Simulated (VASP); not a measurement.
# Al4FeCo3 (P4/mmm) in VASP: single point with PBE

Aim: the single point of Al4FeCo3 with PBE.

Program: VASP 6.6.1. These are calculated values, not measurements. Logs are shortened: lines on timing, memory, paths and dates and some standing lists are left out, and cuts for length are marked.

### Step 1. The cell of the first run

Symmetry: P4/mmm, No. 123, tetragonal system. Conventional cell: a = 5.708 Å, b = 5.708 Å, c = 2.857 Å, α = 90.00°, β = 90.00°, γ = 90.00°. Al (site symmetry m2m) has 2 Fe at 2.46 Å and 6 Co at 2.47 to 2.49 Å and 6 Al at 2.83 to 2.88 Å within 3.2 Å. Fe (site symmetry 4/mmm) has 8 Al at 2.46 Å and 4 Co at 2.85 Å and 2 Fe at 2.86 Å within 3.2 Å. Within 3.3 Å of Co (site symmetry mmm) lie 8 Al at 2.47 Å and 2 Fe at 2.85 Å and 4 Co at 2.85 to 2.86 Å. Within 3.3 Å of Co (site symmetry 4/mmm) lie 8 Al at 2.49 Å and 6 Co at 2.85 to 2.86 Å.

### Step 2. Single point, PBE

Input file INCAR:

```
SYSTEM = Al4FeCo3
PREC = Accurate
ENCUT = 520
EDIFF = 1E-7
ISMEAR = 0
SIGMA = 0.1
LREAL = .False.
LASPH = .True.
NELM = 60
ALGO = Fast
ISIF = 2
LWAVE = .False.
LCHARG = .True.
GGA = PE
LELF = .True.
LVHAR = .True.
NBANDS = 34
```

Input file KPOINTS:

```
regular mesh
0
Gamma
  8 8 14
  0 0 0
```

Input file POSCAR:

```
Al4FeCo3
1.0
    5.7084664090      0.0000000000      0.0000000000
    0.0000000000      5.7084664090      0.0000000000
    0.0000000000      0.0000000000      2.8574820292
Al Fe Co
4 1 3
Direct
    0.7475005962      0.7475005962      0.0000000000
    0.7475005962      0.2524994038      0.0000000000
    0.2524994038      0.7475005962      0.0000000000
    0.2524994038      0.2524994038      0.0000000000
    0.5000000000      0.5000000000      0.5000000000
    0.5000000000      0.0000000000      0.5000000000
    0.0000000000      0.5000000000      0.5000000000
    0.0000000000      0.0000000000      0.5000000000
```

Potentials or basis: VASP PAW PBE potentials, release 64 (Al, Fe, Co).

Started as:

```
$ cat potpaw_PBE.64/Al/POTCAR potpaw_PBE.64/Fe/POTCAR potpaw_PBE.64/Co/POTCAR > POTCAR
$ mpirun -np 1 vasp_std > vasp.out
```

OUTCAR:

```text
SYSTEM = Al4FeCo3
   PREC = Accurate
   ENCUT = 520
   EDIFF = 1E-7
   ISMEAR = 0
   LREAL = .False.
   LASPH = .True.
   NELM = 60
   ISIF = 2
   GGA = PE

 ion  position               nearest neighbor table
   1  0.748  0.748  0.000-   5 2.46   5 2.46   7 2.47   6 2.47   6 2.47   7 2.47   8 2.49   8 2.49
                             2 2.83   3 2.83   3 2.88   2 2.88
   2  0.748  0.252  0.000-   5 2.46   5 2.46   7 2.47   6 2.47   6 2.47   7 2.47   8 2.49   8 2.49
                             1 2.83   4 2.83   4 2.88   1 2.88
   3  0.252  0.748  0.000-   5 2.46   5 2.46   7 2.47   6 2.47   6 2.47   7 2.47   8 2.49   8 2.49
                             1 2.83   4 2.83   4 2.88   1 2.88
   4  0.252  0.252  0.000-   5 2.46   5 2.46   7 2.47   6 2.47   6 2.47   7 2.47   8 2.49   8 2.49
                             2 2.83   3 2.83   3 2.88   2 2.88
   5  0.500  0.500  0.500-   1 2.46   2 2.46   3 2.46   4 2.46   1 2.46   2 2.46   3 2.46   4 2.46
                             6 2.85   7 2.85   6 2.85   7 2.85
   6  0.500  0.000  0.500-   1 2.47   2 2.47   3 2.47   4 2.47   1 2.47   2 2.47   3 2.47   4 2.47
                             5 2.85   8 2.85   5 2.85   8 2.85
   7  0.000  0.500  0.500-   1 2.47   2 2.47   3 2.47   4 2.47   1 2.47   2 2.47   3 2.47   4 2.47
                             5 2.85   8 2.85   8 2.85   5 2.85
   8  0.000  0.000  0.500-   1 2.49   2 2.49   3 2.49   4 2.49   1 2.49   2 2.49   3 2.49   4 2.49
                             6 2.85   7 2.85   7 2.85   6 2.85

  LATTYP: Found a simple tetragonal cell.
 ALAT       =     5.7084664090
 C/A-ratio  =     0.5005691239

  Lattice vectors:

 A1 = (   5.7084664090,   0.0000000000,   0.0000000000)
 A2 = (   0.0000000000,   5.7084664090,   0.0000000000)
 A3 = (   0.0000000000,   0.0000000000,   2.8574820292)

Analysis of symmetry for initial positions (statically):
=====================================================================
 Subroutine PRICEL returns:
 Original cell was already a primitive cell.

 Routine SETGRP: Setting up the symmetry group for a
 simple tetragonal supercell.

 Subroutine GETGRP returns: Found 16 space group operations
 (whereof 16 operations were pure point group operations)
 out of a pool of 16 trial point group operations.

The static configuration has the point symmetry D_4h.

Analysis of symmetry for dynamics (positions and initial velocities):
=====================================================================
 Subroutine PRICEL returns:
 Original cell was already a primitive cell.

 Routine SETGRP: Setting up the symmetry group for a
 simple tetragonal supercell.

 Subroutine GETGRP returns: Found 16 space group operations
[... 125 lines left out ...]
   PSTRESS=    0.0 pullay stress
   NELECT =      47.0000    total number of electrons
   NUPDOWN=      -1.0000    fix difference up-down
   EMIN   =  10.00;   EMAX   =-10.00  energy-range for DOS
   EFERMI =   0.00;   METHOD = LEGACY
   ISMEAR =     0;   SIGMA  =   0.10  broadening in eV -4-tet -1-fermi 0-gaus
   EFERMI_NEDOS =   21; number of points for ismear=-14 and -15
   IALGO  =     68    algorithm
   IMIX   =      4    mixing-type and parameters
     AMIX     =   0.40;   BMIX     =  1.00
     AMIX_MAG =   1.60;   BMIX_MAG =  1.00
  volume/ion in A,a.u.               =      11.64        78.55
  Fermi-wavevector in a.u.,A,eV,Ry     =   1.303467  2.463195 23.116649  1.699026
  Thomas-Fermi vector in A             =   2.434467
   LORBIT       =      0    0 simple, 1 ext, 2 COOP (PROOUT), +10 PAW based schemes
   GGA     = PE    functional components
   LHFCALC =     F    Hartree Fock is set to
   AEXX    =    0.0000 exact exchange contribution
   IVDW    =     0    specifies the selected vdW correction
   LEPSILON=     F    determine dielectric tensor
   LRPA    =     F    only Hartree local field effects (RPA)
 non-spin polarized calculation
 RMM-DIIS sequential band-by-band and
 Gauss-broadening in eV      SIGMA  =   0.10
  energy-cutoff  :      520.00
  volume of cell :       93.12
 maximum number of plane-waves:      2536
   NGX = 21   NGY = 21   NGZ = 11

 number of electron      47.0000011 magnetization

 Free energy of the ion-electron system (eV)
  ---------------------------------------------------
  ext. energy  EPLUGINS =         0.00000000
  ---------------------------------------------------
  free energy    TOTEN  =       -48.71666645 eV

  energy without entropy =      -48.69417776  energy(sigma->0) =      -48.70542210

 E-fermi :   9.6974     XC(G=0): -12.2371

 val. band max:        9.6968788734   @ k =   0.5000   0.0000   0.0000
 cond. band min:       9.6980479362   @ k =   0.3750   0.0000   0.0000
 fundamental gap:      0.0011690628
 Fermi energy:         9.6973753156

 k-point     1 :       0.0000    0.0000    0.0000
  band No.  band energies     occupation
      1      -0.9769      2.00000
      2       3.2869      2.00000
      3       3.2869      2.00000
      4       3.4012      2.00000
      5       3.5400      2.00000
      6       4.7976      2.00000
[... 877 lines left out ...]
     33      16.6351      0.00000
     34      16.7449      0.00000

 [... further k-points ...]

------------------------ aborting loop because EDIFF is reached ----------------------------------------

  FORCE on cell =-STRESS in cart. coord.  units (eV):
  Direction    XX          YY          ZZ          XY          YZ          ZX
  --------------------------------------------------------------------------------------
  -------------------------------------------------------------------------------------
  Total       -0.0524410     -0.0524410     -0.0322511      0.0000000     -0.0000000      0.0000000
  in kB       -0.9023168     -0.9023168     -0.5549229      0.0000000     -0.0000000      0.0000000
  external PRESSURE =      -0.7865188 kB  Pullay stress =       0.0000000 kB

 VOLUME and BASIS-vectors are now :
 -----------------------------------------------------------------------------
  energy-cutoff  :      520.00
  volume of cell :       93.12
      direct lattice vectors                 reciprocal lattice vectors
     5.708466409  0.000000000  0.000000000     0.175178398  0.000000000  0.000000000
     0.000000000  5.708466409  0.000000000     0.000000000  0.175178398  0.000000000
     0.000000000  0.000000000  2.857482029     0.000000000  0.000000000  0.349958456

 POSITION                                       TOTAL-FORCE (eV/Angst)
 -----------------------------------------------------------------------------------
      4.26708      4.26708      0.00000         0.002428      0.002428      0.000000
      4.26708      1.44138      0.00000         0.002428     -0.002428     -0.000000
      1.44138      4.26708      0.00000        -0.002428      0.002428      0.000000
      1.44138      1.44138      0.00000        -0.002428     -0.002428     -0.000000
      2.85423      2.85423      1.42874         0.000000      0.000000     -0.000000
      2.85423      0.00000      1.42874         0.000000      0.000000     -0.000000
      0.00000      2.85423      1.42874         0.000000      0.000000     -0.000000
      0.00000      0.00000      1.42874         0.000000      0.000000     -0.000000
 -----------------------------------------------------------------------------------
    total drift:                                0.000000      0.000000      0.000000

  FREE ENERGIE OF THE ION-ELECTRON SYSTEM (eV)
  ---------------------------------------------------
  free  energy   TOTEN  =       -48.7166664511 eV

  energy  without entropy=      -48.6941777556  energy(sigma->0) =      -48.70542210
```

OSZICAR:

```text
N       E                     dE             d eps       ncg     rms          rms(c)
DAV:   1     0.296844275296E+03    0.29684E+03   -0.19062E+04  8160   0.150E+03
DAV:   2    -0.345422099691E+02   -0.33139E+03   -0.31307E+03  8160   0.331E+02
DAV:   3    -0.550219735994E+02   -0.20480E+02   -0.18685E+02  9240   0.103E+02
[... 13 lines left out ...]
RMM:  17    -0.487166678101E+02    0.22623E-04   -0.15051E-04 10865   0.633E-02    0.222E-02
RMM:  18    -0.487166655138E+02    0.22963E-05   -0.30270E-05 10645   0.374E-02    0.143E-02
RMM:  19    -0.487166663250E+02   -0.81116E-06   -0.10733E-05 11415   0.146E-02    0.887E-03
RMM:  20    -0.487166665232E+02   -0.19822E-06   -0.19776E-06 10390   0.746E-03    0.749E-03
RMM:  21    -0.487166664511E+02    0.72095E-07   -0.52399E-07  7712   0.438E-03
   1 F= -.48716666E+02 E0= -.48705422E+02  d E =-.224887E-01
```

It took 15 min on 1 thread of AMD EPYC 7R13, shared host; peak memory 0.43 GiB.

Results:

```
Free energy            : -48.7167 eV
Pressure               : -0.1 GPa
Largest force          : 0.003 eV/Å
Band gap on the k mesh : zero (an odd number of electrons rules out a gap without spin polarisation)
```

Forces on the atoms (eV/Å):
```
Al   0.002  0.002  0.000
Al   0.002 -0.002  0.000
Al  -0.002  0.002  0.000
Al  -0.002 -0.002  0.000
Fe   0.000  0.000  0.000
Co   0.000  0.000  0.000
Co   0.000  0.000  0.000
Co   0.000  0.000  0.000
```

Caveat: the run has no spin polarisation, though such a crystal can be magnetic.
